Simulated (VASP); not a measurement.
# Al (Fm-3m) in VASP: further runs

The runs below take Al through single point, with PBE.

Everything below comes from runs of VASP 6.6.1. Logs are shortened: lines on timing, memory, paths and dates and some standing lists are left out, and cuts for length are marked.

## (1) The cell of the first run

It takes space group Fm-3m (No. 225, cubic). Conventional cell: a = 4.103 Å, b = 4.103 Å, c = 4.103 Å, α = 90.00°, β = 90.00°, γ = 90.00°. Al (site symmetry m-3m) has 12 Al at 2.90 Å within 3.8 Å.

## (2) Single point, PBE

INCAR reads:

```
SYSTEM = Al
  PREC = Accurate
  ENCUT = 500
  EDIFF = 1E-6
  ISMEAR = -1
  SIGMA = 0.1
  LREAL = .FALSE.
  LASPH = .TRUE.
  NELM = 120
  ALGO = Normal
  ISIF = 2
  LWAVE = .FALSE.
  LCHARG = .FALSE.
  GGA = PE
  NBANDS = 8
  GGA_COMPAT = .FALSE.
```

KPOINTS reads:

```
Automatic mesh
0
G
  8 8 8
  0 0 0
```

POSCAR reads:

```
Al
1.0
    0.0000000000      2.0516477927      2.0516477927
    2.0516477927      0.0000000000      2.0516477927
    2.0516477927      2.0516477927      0.0000000000
Al
1
Direct
    0.0000000000      0.0000000000      0.0000000000
```

Potentials or basis: VASP PAW PBE potentials, release 64 (Al).

On the command line:

```
> cat potpaw_PBE.64/Al/POTCAR > POTCAR
> mpirun -np 1 vasp_std > vasp.out
```

OUTCAR:

```text
SYSTEM = Al
   PREC = Accurate
   ENCUT = 500
   EDIFF = 1E-6
   ISMEAR = -1
   LREAL = .FALSE.
   LASPH = .TRUE.
   NELM = 120
   ISIF = 2
   GGA = PE

 ion  position               nearest neighbor table
   1  0.000  0.000  0.000-

  LATTYP: Found a face centered cubic cell.
 ALAT       =     4.1032955854

  Lattice vectors:

 A1 = (   0.0000000000,   2.0516477927,   2.0516477927)
 A2 = (   2.0516477927,   0.0000000000,   2.0516477927)
 A3 = (   2.0516477927,   2.0516477927,   0.0000000000)

Analysis of symmetry for initial positions (statically):
=====================================================================
 Subroutine PRICEL returns:
 Original cell was already a primitive cell.

 Routine SETGRP: Setting up the symmetry group for a
 face centered cubic supercell.

 Subroutine GETGRP returns: Found 48 space group operations
 (whereof 48 operations were pure point group operations)
 out of a pool of 48 trial point group operations.

The static configuration has the point symmetry O_h .

Analysis of symmetry for dynamics (positions and initial velocities):
=====================================================================
 Subroutine PRICEL returns:
 Original cell was already a primitive cell.

 Routine SETGRP: Setting up the symmetry group for a
 face centered cubic supercell.

 Subroutine GETGRP returns: Found 48 space group operations
 (whereof 48 operations were pure point group operations)
 out of a pool of 48 trial point group operations.

The dynamic configuration has the point symmetry O_h .

 Subroutine INISYM returns: Found 48 space group operations
 (whereof 48 operations are pure point group operations),
 and found     1 'primitive' translations

----------------------------------------------------------------------------------------

                                     Primitive cell

  volume of cell :      17.2718

  direct lattice vectors                    reciprocal lattice vectors
     0.000000000  2.051647793  2.051647793    -0.243706547  0.243706547  0.243706547
     2.051647793  0.000000000  2.051647793     0.243706547 -0.243706547  0.243706547
     2.051647793  2.051647793  0.000000000     0.243706547  0.243706547 -0.243706547

  length of vectors
     2.901468134  2.901468134  2.901468134     0.422112122  0.422112122  0.422112122

  position of ions in fractional coordinates (direct lattice)
     0.000000000  0.000000000  0.000000000

  ion indices of the primitive-cell ions
   primitive index   ion index
                 1           1

----------------------------------------------------------------------------------------

 KPOINTS: Automatic mesh

Automatic generation of k-mesh.
 Grid dimensions read from file:
 generate k-points for:    8    8    8

 Generating k-lattice:

  Cartesian coordinates                     Fractional coordinates (reciprocal lattice)
    -0.030463318  0.030463318  0.030463318     0.125000000  0.000000000  0.000000000
     0.030463318 -0.030463318  0.030463318     0.000000000  0.125000000  0.000000000
     0.030463318  0.030463318 -0.030463318     0.000000000  0.000000000  0.125000000

  Length of vectors
     0.052764015  0.052764015  0.052764015

  Shift w.r.t. Gamma in fractional coordinates (k-lattice)
     0.000000000  0.000000000  0.000000000

 Subroutine IBZKPT returns following result:
 ===========================================

 Found     29 irreducible k-points:

 Following reciprocal coordinates:
            Coordinates               Weight
  0.000000  0.000000  0.000000      1.000000
  0.125000  0.000000  0.000000      8.000000
  0.250000  0.000000  0.000000      8.000000
  0.375000  0.000000  0.000000      8.000000
  0.500000  0.000000  0.000000      4.000000
  0.125000  0.125000  0.000000      6.000000
[... 16 lines left out ...]
  0.500000  0.250000  0.125000     48.000000
 -0.375000  0.250000  0.125000     24.000000
 [... further k-points ...]
   k-points           NKPTS =     29   k-points in BZ     NKDIM =     29   number of bands    NBANDS=      8
   number of dos      NEDOS =    301   number of ions     NIONS =      1
   total plane-waves  NPLWV =  13824
   dimension x,y,z NGX =    24 NGY =   24 NGZ =   24
   dimension x,y,z NGXF=    48 NGYF=   48 NGZF=   48
   ions per type =               1
   NGX,Y,Z   is equivalent  to a cutoff of  13.75, 13.75, 13.75 a.u.
   NGXF,Y,Z  is equivalent  to a cutoff of  27.50, 27.50, 27.50 a.u.
 SYSTEM =  Al
   PREC   = accura    normal or accurate (medium, high low for compatibility)
   ISTART =      0    job   : 0-new  1-cont  2-samecut
   ICHARG =      2    charge: 1-file 2-atom 10-const
   ISPIN  =      1    spin polarized calculation?
   LNONCOLLINEAR =      F non collinear calculations
   LSORBIT =      F    spin-orbit coupling
   LASPH  =      T    aspherical Exc in radial PAW
   ENCUT  =  500.0 eV  36.75 Ry    6.06 a.u.   5.29  5.29  5.29*2*pi/ulx,y,z
   NELM   =    120;   NELMIN=  2; NELMDL= -5     # of ELM steps
   EDIFF  = 0.1E-05   stopping-criterion for ELM
   LREAL  =      F    real-space projection
   EDIFFG = 0.1E-04   stopping-criterion for IOM
   NSW    =      0    number of steps for IOM
   IBRION =     -1    ionic relax: 0-MD 1-quasi-New 2-CG
   NFREE  =      0    steps in history (QN), initial steepest desc. (CG)
   ISIF   =      2    stress and relaxation
   ISYM   =      2    0-nonsym 1-usesym 2-fastsym
   POTIM  = 0.5000    time-step for ionic-motion
   TEBEG  =    0.0;   TEEND  =   0.0 temperature during run
   PSTRESS=    0.0 pullay stress
   NELECT =       3.0000    total number of electrons
   NUPDOWN=      -1.0000    fix difference up-down
   EMIN   =  10.00;   EMAX   =-10.00  energy-range for DOS
   EFERMI =   0.00;   METHOD = LEGACY
   ISMEAR =    -1;   SIGMA  =   0.10  broadening in eV -4-tet -1-fermi 0-gaus
   EFERMI_NEDOS =   21; number of points for ismear=-14 and -15
   IALGO  =     38    algorithm
   IMIX   =      4    mixing-type and parameters
     AMIX     =   0.40;   BMIX     =  1.00
     AMIX_MAG =   1.60;   BMIX_MAG =  1.00
  volume/ion in A,a.u.               =      17.27       116.56
  Fermi-wavevector in a.u.,A,eV,Ry     =   0.913417  1.726108 11.351758  0.834331
  Thomas-Fermi vector in A             =   2.037926
   LORBIT       =      0    0 simple, 1 ext, 2 COOP (PROOUT), +10 PAW based schemes
   GGA     = PE    functional components
   LHFCALC =     F    Hartree Fock is set to
   AEXX    =    0.0000 exact exchange contribution
   IVDW    =     0    specifies the selected vdW correction
   LEPSILON=     F    determine dielectric tensor
   LRPA    =     F    only Hartree local field effects (RPA)
 non-spin polarized calculation
  energy-cutoff  :      500.00
  volume of cell :       17.27
 maximum number of plane-waves:       447
 NGX is ok and might be reduce to    24
   NGX = 11   NGY = 11   NGZ = 11

 number of electron       3.0000000 magnetization

 Free energy of the ion-electron system (eV)
  ---------------------------------------------------
  ext. energy  EPLUGINS =         0.00000000
  ---------------------------------------------------
  free energy    TOTEN  =        -3.73917284 eV

  energy without entropy =       -3.72636210  energy(sigma->0) =       -3.73276747

 E-fermi :   7.5078     XC(G=0): -10.0315

 val. band max:        7.2516550161   @ k =  -0.2500   0.3750   0.1250
 cond. band min:       7.6689799267   @ k =   0.5000   0.2500   0.1250
 fundamental gap:      0.4173249107
 Fermi energy:         7.5077717626

 k-point     1 :       0.0000    0.0000    0.0000
  band No.  band energies     occupation
      1      -3.2900      2.00000
      2      19.9016      0.00000
      3      19.9016      0.00000
      4      19.9016      0.00000
      5      21.0543      0.00000
      6      21.0543      0.00000
      7      21.0543      0.00000
      8      23.6724      0.00000

 k-point     2 :       0.1250    0.0000    0.0000
  band No.  band energies     occupation
      1      -2.8784      2.00000
      2      15.6297      0.00000
      3      18.8807      0.00000
      4      18.8807      0.00000
      5      21.7862      0.00000
      6      22.6335      0.00000
      7      22.6335      0.00000
      8      24.7822      0.00000

 k-point     3 :       0.2500    0.0000    0.0000
  band No.  band energies     occupation
      1      -1.6503      2.00000
      2      10.8791      0.00000
      3      18.1087      0.00000
      4      18.1087      0.00000
      5      21.4610      0.00000
      6      21.8601      0.00000
      7      21.8601      0.00000
      8      25.7684      0.00000

 k-point     4 :       0.3750    0.0000    0.0000
  band No.  band energies     occupation
      1       0.3745      2.00000
      2       6.6865      1.99946
      3      18.0080      0.00000
      4      18.0080      0.00000
      5      19.9358      0.00000
      6      19.9358      0.00000
      7      21.5409      0.00000
      8      23.7531      0.00000

 k-point     5 :       0.5000    0.0000    0.0000
  band No.  band energies     occupation
      1       3.1201      2.00000
      2       3.2131      2.00000
      3      18.4649      0.00000
      4      18.4649      0.00000
      5      18.7842      0.00000
      6      18.7842      0.00000
      7      22.2330      0.00000
      8      22.3659      0.00000
[... 177 lines left out ...]
 k-point    22 :       0.3750    0.2500    0.1250
  band No.  band energies     occupation
      1      -0.5672      2.00000
      2      11.3141      0.00000
      3      12.5890      0.00000
      4      16.0383      0.00000
      5      19.3824      0.00000
      6      20.9551      0.00000
      7      24.0013      0.00000
      8      27.2278      0.00000

 k-point    23 :       0.5000    0.2500    0.1250
  band No.  band energies     occupation
      1       1.4420      2.00000
      2       7.6690      0.33260
      3      11.9645      0.00000
      4      13.9485      0.00000
      5      19.9371      0.00000
      6      21.9608      0.00000
      7      24.0204      0.00000
      8      27.8822      0.00000

 k-point    24 :      -0.3750    0.2500    0.1250
  band No.  band energies     occupation
      1       4.1379      2.00000
      2       4.2800      2.00000
      3      12.4204      0.00000
      4      12.7188      0.00000
      5      20.4042      0.00000
      6      20.9021      0.00000
      7      27.1964      0.00000
      8      27.5527      0.00000

 [... further k-points ...]
[... 5 lines left out ...]
  --------------------------------------------------------------------------------------
  -------------------------------------------------------------------------------------
  Total       -0.3579086     -0.3579086     -0.3579086      0.0000000      0.0000000      0.0000000
  in kB      -33.2004777    -33.2004777    -33.2004777      0.0000000      0.0000000      0.0000000
  external PRESSURE =     -33.2004777 kB  Pullay stress =       0.0000000 kB

 VOLUME and BASIS-vectors are now :
 -----------------------------------------------------------------------------
  energy-cutoff  :      500.00
  volume of cell :       17.27
      direct lattice vectors                 reciprocal lattice vectors
     0.000000000  2.051647793  2.051647793    -0.243706547  0.243706547  0.243706547
     2.051647793  0.000000000  2.051647793     0.243706547 -0.243706547  0.243706547
     2.051647793  2.051647793  0.000000000     0.243706547  0.243706547 -0.243706547

 POSITION                                       TOTAL-FORCE (eV/Angst)
 -----------------------------------------------------------------------------------
      0.00000      0.00000      0.00000         0.000000     -0.000000      0.000000
 -----------------------------------------------------------------------------------
    total drift:                                0.000000      0.000000     -0.000000

  FREE ENERGIE OF THE ION-ELECTRON SYSTEM (eV)
  ---------------------------------------------------
  free  energy   TOTEN  =        -3.7391728423 eV

  energy  without entropy=       -3.7263620973  energy(sigma->0) =       -3.73276747
```

Wall time 6.5 s (1 thread of AMD EPYC 7R13, shared host); peak memory 0.1 GiB.

What came out:

```
Free energy : -3.7392 eV
Pressure    : -3.3 GPa
```

Levels at points of the mesh, in eV from the Fermi level:
```
           k point  band 1  band 2  band 3  band 4
(0.00, 0.00, 0.00)  -10.80   12.39   12.39   12.39
(0.50, 0.00, 0.00)   -4.39   -4.29   10.96   10.96
(0.50, 0.50, 0.00)   -2.79   -1.57    5.27    5.41
```

## (3) Single point, PBE

This run uses another cell than the first one, of 17.94 Å³/atom, 1.038 times its volume.

INCAR reads:

```
SYSTEM = Al
PREC     = Accurate       ! precision mode
ENCUT    = 500            ! plane-wave cutoff, eV
EDIFF    = 1E-6           ! SCF threshold, eV
ISMEAR   = -1             ! smearing method
SIGMA    = 0.1            ! smearing width, eV
LREAL    = .False.        ! projectors in reciprocal space
LASPH    = .True.         ! aspherical terms in the spheres
NELM     = 120            ! most SCF steps
ALGO     = Normal         ! electronic algorithm
ISIF     = 2              ! what is computed and relaxed
LWAVE    = .False.        ! write WAVECAR
LCHARG   = .False.        ! write CHGCAR
GGA      = PE             ! functional
NBANDS   = 8              ! bands
GGA_COMPAT= .False.
```

KPOINTS reads:

```
Automatic mesh
0
Gamma
  8 8 8
  0 0 0
```

POSCAR reads:

```
Al
1.0
    0.0000000000      2.0776207752      2.0776207752
    2.0776207752      0.0000000000      2.0776207752
    2.0776207752      2.0776207752      0.0000000000
Al
1
Direct
    0.0000000000      0.0000000000      0.0000000000
```

Potentials or basis: VASP PAW PBE potentials, release 64 (Al).

On the command line:

```
> cat potpaw_PBE.64/Al/POTCAR > POTCAR
> mpirun -np 1 vasp_std > vasp.out
```

Wall time 5.6 s (1 thread of AMD EPYC 7R13, shared host); peak memory 0.1 GiB.

Results (log left out):

```
Free energy : -3.7205 eV
Pressure    : -5.6 GPa
```

Levels at points of the mesh, in eV from the Fermi level:
```tsv
k point	band 1	band 2	band 3	band 4	band 5
(0.00, 0.00, 0.00)	-10.55	12.18	12.18	12.18	13.07
(0.50, 0.00, 0.00)	-4.25	-4.25	10.57	10.57	11.10
(0.50, 0.50, 0.00)	-2.70	-1.58	5.24	5.24	5.25
```

## (4) Single point, PBE

This run uses another cell than the first one, of 15.94 Å³/atom, 0.923 times its volume.

INCAR reads:

```
PREC     = Accurate       # precision mode
ENCUT    = 500            # plane-wave cutoff, eV
EDIFF    = 1E-6           # SCF threshold, eV
ISMEAR   = -1             # smearing method
SIGMA    = 0.1            # smearing width, eV
LREAL    = F              # projectors in reciprocal space
LASPH    = T              # aspherical terms in the spheres
NELM     = 120            # most SCF steps
ALGO     = Normal         # electronic algorithm
ISIF     = 2              # what is computed and relaxed
LWAVE    = F              # write WAVECAR
LCHARG   = T              # write CHGCAR
GGA      = PE             # functional
LELF     = T              # ELF
LVHAR    = T            
NBANDS   = 8              # bands
GGA_COMPAT= F
```

KPOINTS reads:

```
Automatic mesh
0
Gamma
  8 8 8
```

POSCAR reads:

```
Al
1.0
    0.0000000000      1.9976317802      1.9976317802
    1.9976317802      0.0000000000      1.9976317802
    1.9976317802      1.9976317802      0.0000000000
Al
1
Direct
    0.0000000000      0.0000000000      0.0000000000
```

On the command line:

```
> cat potpaw_PBE.64/Al/POTCAR > POTCAR
> mpirun -np 1 vasp_std > vasp.out
```

Wall time 6.4 s (1 thread of AMD EPYC 7R13, shared host); peak memory 0.1 GiB.

The run converged. Its results:

```
Free energy : -3.7421 eV
Pressure    : 3.0 GPa
```

Levels at points of the mesh, in eV from the Fermi level:
| k point | band 1 | band 2 | band 3 | band 4 | band 5 |
| --- | --- | --- | --- | --- | --- |
| (0.00, 0.00, 0.00) | -11.33 | 12.85 | 12.85 | 12.85 | 14.61 |
| (0.50, 0.00, 0.00) | -4.69 | -4.38 | 11.66 | 11.66 | 11.82 |
| (0.50, 0.50, 0.00) | -2.97 | -1.57 | 5.31 | 5.80 | 5.80 |

## (5) Overview

| cell | gap on the mesh (eV) | pressure (GPa) |
| --- | --- | --- |
| a = 2.901 Å, angles 60.0°, 1 atom | none | -3.3 |
| a = 2.938 Å, angles 60.0°, 1 atom | none | -5.6 |
| a = 2.825 Å, angles 60.0°, 1 atom | none | 3.0 |

Alike in all rows: task single point; level PBE; potentials or basis VASP PAW PBE potentials, release 64 (Al); no spin polarisation; k mesh 8 × 8 × 8; cutoff (eV) 500; smearing fermi-dirac 0.1 eV.

Total energies depend on the potentials used, so only differences within one code and one set of settings carry meaning.
